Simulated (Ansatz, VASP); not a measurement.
**Sb in VASP and in Ansatz**

Contents of INCAR:

```
PREC = Accurate
ENCUT = 520
EDIFF = 1E-7
ISMEAR = 0
SIGMA = 0.15
LREAL = False
LASPH = True
NELM = 100
ALGO = Normal
ISIF = 2
LWAVE = False
LCHARG = False
GGA = PE
NBANDS = 8
```

The input KPOINTS:

```
regular mesh
0
Gamma
  16 16 16
```

Contents of POSCAR:

```
Sb
1.0
    3.5471586354      0.0000000000      0.0000000000
    0.0000000000      3.5471586354      0.0000000000
    0.0000000000      0.0000000000      2.5078411553
Sb
1
Direct
    0.0000000000      0.0000000000      0.0000000000
```

Input for Ansatz:

```yaml
crystal:
  lattice:
    - [3.5471586354, 0.0, 0.0]
    - [0.0, 3.5471586354, 0.0]
    - [0.0, 0.0, 2.5078411553]
  atoms:
    - { symbol: Sb, position: [0.0, 0.0, 0.0] }
basis:
  ecutwfc: 420
kpoints:
  mp_grid: { grid: [16, 16, 16] }
hamiltonian:
  xc: pbe
scf:
  occupations: { method: gaussian, width: 0.15 }
output:
  forces: true
  stress: true
  eigenvalues: true
```

Alike in both runs: task single point; functional PBE; k mesh 16 × 16 × 16; occupations gaussian, width 0.15 eV; no spin polarisation.

```csv
,VASP,Ansatz
version,VASP 6.6.1,Ansatz 0.2.0
potentials or method,"VASP PAW PBE potentials, release 64 (Sb), cutoff 520 eV","scalar-relativistic, plane waves, PAW"
valence electrons in the cell,5,15
```

|  | VASP | Ansatz | Ansatz less VASP |
| --- | --- | --- | --- |
| gap on the k mesh at the Fermi level (eV) | none | none | - |
| pressure (GPa) | 13.6 | 13.4 | -0.19 |
| traceless stress, the component that is largest in VASP (GPa) | 35.25 | 34.91 | -0.340 |

A gap of «none» marks a metal or a gap that the smearing closes. The functional is the same, so the differences come from potentials, cutoffs and numerics. VASP's potentials hold 5 valence electrons a cell and Ansatz's 15, so a difference there can come from the potentials and not from the codes.

Spin-orbit coupling is off throughout.
